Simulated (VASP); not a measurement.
Write the native input for VASP 6.6.1 that does the following.

```yaml
Task: single point
Functional: PBEsol
Potentials_or_basis: VASP PAW PBE potentials, release 64 (Ag)
Cutoff: 520 eV
k_mesh: 10 × 10 × 10
Occupations: fermi-dirac, width 0.05 eV
Spin: no spin polarisation
Dipole_correction: no
Further_INCAR_settings: ALGO = Fast; EDIFF = 1e-06; NBANDS = 24
```

The structure of Ag lies in POSCAR:

```
Ag
1.0
    1.4631606428      0.8447561911      7.1562951873
   -1.4631606428      0.8447561911      7.1562951873
    0.0000000000     -1.6895123820      7.1562951873
Ag
3
Direct
    0.2222810000      0.2222810000      0.2222810000
    0.7777190000      0.7777190000      0.7777190000
    0.0000000000      0.0000000000      0.0000000000
```

The input as run:

INCAR

```
SYSTEM = Ag
  PREC = Accurate
  ENCUT = 520
  EDIFF = 1E-6
  ISMEAR = -1
  SIGMA = 0.05
  LREAL = .False.
  LASPH = .True.
  NELM = 60
  ALGO = Fast
  ISIF = 2
  LWAVE = .False.
  LCHARG = .True.
  GGA = PS
  LELF = .True.
  LVHAR = .True.
  NBANDS = 24
```

KPOINTS

```
regular mesh
0
Gamma
  10 10 10
  0 0 0
```

Potentials or basis: VASP PAW PBE potentials, release 64 (Ag).

The run is started by

```console
$ cat potpaw_PBE.64/Ag/POTCAR > POTCAR
$ mpirun -np 1 vasp_std > vasp.out
```

Results of the run:

The pressure is -5.7 GPa and the band gap on the k mesh is zero (an odd number of electrons rules out a gap without spin polarisation).

Caveat: the cell stands under tension; the PAW data sets were made with another functional, which shifts forces and pressure a little.

Wall time 17 min on 1 thread of Intel(R) Xeon(R) Platinum 8488C (Sapphire Rapids) (shared host), peak memory 0.47 GiB.
